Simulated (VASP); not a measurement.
Wanted: the native input for a VASP 6.6.1 run.

```
Task                   : single point
Functional             : LDA
Potentials or basis    : VASP PAW LDA potentials, release 64 (Al, P)
Cutoff                 : 500 eV
k mesh                 : 10 × 10 × 10
Occupations            : gaussian, width 0.02 eV
Spin                   : no spin polarisation
Dipole correction      : no
Further INCAR settings : ALGO = Normal; EDIFF = 1e-06; NBANDS = 11
```

The structure of AlP lies in POSCAR:

```
AlP
1.0
    0.0000000000      2.7175000000      2.7175000000
    2.7175000000      0.0000000000      2.7175000000
    2.7175000000      2.7175000000      0.0000000000
Al P
1 1
Direct
    0.0000000000      0.0000000000      0.0000000000
    0.2500000000      0.2500000000      0.2500000000
```

This cell differs from its parent crystal: volume scaled by 1.000 of the coarse rest volume.

The input as run:

INCAR

```
PREC     = Accurate       # precision mode
ENCUT    = 500            # plane-wave cutoff, eV
EDIFF    = 1E-6           # SCF threshold, eV
ISMEAR   = 0              # smearing method
SIGMA    = 0.02           # smearing width, eV
LREAL    = False          # projectors in reciprocal space
LASPH    = True           # aspherical terms in the spheres
NELM     = 120            # most SCF steps
ALGO     = Normal         # electronic algorithm
ISIF     = 2              # what is computed and relaxed
LWAVE    = False          # write WAVECAR
LCHARG   = False          # write CHGCAR
GGA      = CA             # functional
NBANDS   = 11             # bands
GGA_COMPAT= False
```

KPOINTS

```
regular mesh
0
Gamma
  10 10 10
```

Potentials or basis: VASP PAW LDA potentials, release 64 (Al, P).

Run with:

```sh
$ cat potpaw_LDA.64/Al/POTCAR potpaw_LDA.64/P/POTCAR > POTCAR
$ mpirun -np 1 vasp_std > vasp.out
```

It gave:

| Property | Result |
| --- | --- |
| Pressure | 0.0 GPa |
| Band gap on the k mesh | 1.42 eV, indirect (least direct gap 3.24 eV) |

Run time: 10 s on 1 thread of AMD EPYC 9R45 96-Core Processor (Zen 5) (shared host), peak memory 0.11 GiB.
